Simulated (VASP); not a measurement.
Set up this calculation in VASP 6.6.1, as the native input.

| Property | Result |
| --- | --- |
| Task | single point |
| Functional | PBEsol |
| Potentials or basis | VASP PAW PBE potentials, release 64 (Sc_sv) |
| Cutoff | 520 eV |
| k mesh | 15 × 15 × 10 |
| Occupations | gaussian, width 0.15 eV |
| Spin | no spin polarisation |
| Dipole correction | no |
| Further INCAR settings | ALGO = Fast; EDIFF = 1e-07; NBANDS = 18 |

The structure of Sc lies in POSCAR:

```
Sc
1.0
    3.2769240353      0.0000000000      0.0000000000
   -1.6384620176      2.8378994608      0.0000000000
    0.0000000000      0.0000000000      4.6758000000
Sc
2
Direct
    0.3333333333      0.6666666667      0.2500000000
    0.6666666667      0.3333333333      0.7500000000
```

One way to write it, as run:

INCAR

```
SYSTEM = Sc
ALGO = Fast
EDIFF = 1E-7
ENCUT = 520
GGA = PS
ISIF = 2
ISMEAR = 0
LASPH = .True.
LCHARG = .False.
LREAL = .False.
LWAVE = .False.
NBANDS = 18
NELM = 100
PREC = Accurate
SIGMA = 0.15
```

KPOINTS

```
k-points
0
Gamma
  15 15 10
  0 0 0
```

Potentials or basis: VASP PAW PBE potentials, release 64 (Sc_sv).

Run with:

```console
$ cat potpaw_PBE.64/Sc_sv/POTCAR > POTCAR
$ mpirun -np 1 vasp_std > vasp.out
```

Results of the run:

The pressure is 5.4 GPa. The band gap on the k mesh is zero (bands 11 and 12 overlap by 2.36 eV).

Caveat: the stress differs along the axes, from 3 to 10 GPa; the PAW data sets were made with another functional, which shifts forces and pressure a little.

It took 3.2 min on 1 thread of Intel Xeon 8259CL (shared host), peak memory 0.23 GiB.
